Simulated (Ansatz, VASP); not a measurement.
**Co: VASP beside Ansatz**

```xyz
2
Lattice="2.5074 0.0000 0.0000 -1.2537 2.1715 0.0000 0.0000 0.0000 4.0699" Properties=species:S:1:pos:R:3 pbc="T T T"
Co    0.0000    1.4476    1.0175
Co    1.2537    0.7238    3.0524
```

Alike in both runs: task electric field gradients; functional PBE; k mesh 20 × 20 × 12; occupations gaussian, width 0.05 eV; collinear spin.

|  | VASP | Ansatz |
| --- | --- | --- |
| version | VASP 6.6.1 | Ansatz 0.2.0 |
| potentials or method | VASP PAW PBE potentials, release 64 (Co), cutoff 520 eV | scalar-relativistic, plane waves, PAW |
| valence electrons in the cell | 18 | 34 |

|  | VASP | Ansatz | Ansatz less VASP |
| --- | --- | --- | --- |
| gap on the k mesh at the Fermi level (eV) | none | none | - |
| pressure (GPa) | -4.9 | -4.3 | +0.61 |
| traceless stress, the component that is largest in VASP (GPa) | -0.82 | -0.71 | +0.110 |
| net moment per atom (μB) | 1.61 | 1.62 | +0.007 |
| size of the moment on the site where the two differ most (μB) | 1.64 | 1.70 | +0.061 |
| size of Vzz on the site where it differs most (V/Å²) | 2.5 | 2.3 | -0.19 |

Site moments also hang on the region over which each program counts them. A gap of «none» marks a metal or a gap that the smearing closes. The functional is the same, so the differences come from potentials, cutoffs and numerics. VASP's potentials hold 18 valence electrons a cell and Ansatz's 34, so a difference there can come from the potentials and not from the codes.
